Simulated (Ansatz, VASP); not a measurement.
**BP in VASP and in Ansatz**

```xyz
2
Lattice="0.0000 2.2009 2.2690 2.2690 0.0000 2.2690 2.2690 2.2009 0.0000" Properties=species:S:1:pos:R:3 pbc="T T T"
B     0.0000    0.0000    0.0000
P     3.4035    3.3014    3.4035
```

Change from the starting cell: strain -0.0300 x Voigt [0, 1, 0, 0, 0, 0], atoms carried along.

Alike in both runs: task single point; functional r2SCAN; k mesh 8 × 8 × 8; occupations gaussian, width 0.05 eV; no spin polarisation.

|  | VASP | Ansatz |
| --- | --- | --- |
| version | VASP 6.6.1 | Ansatz 0.2.0 |
| potentials or method | VASP PAW PBE potentials, release 64 (B, P), cutoff 520 eV | scalar-relativistic, plane waves, PAW |
| valence electrons in the cell | 8 | 8 |

|  | VASP | Ansatz | Ansatz less VASP |
| --- | --- | --- | --- |
| gap on the k mesh at the Fermi level (eV) | 0.95 | 0.93 | -0.028 |
| least direct gap on the mesh (eV) | 3.36 | 3.32 | -0.039 |
| pressure (GPa) | 4.7 | 5.3 | +0.54 |
| traceless stress, the component that is largest in VASP (GPa) | 5.77 | 5.74 | -0.028 |

VASP's potentials were made for PBE, not for r2SCAN.
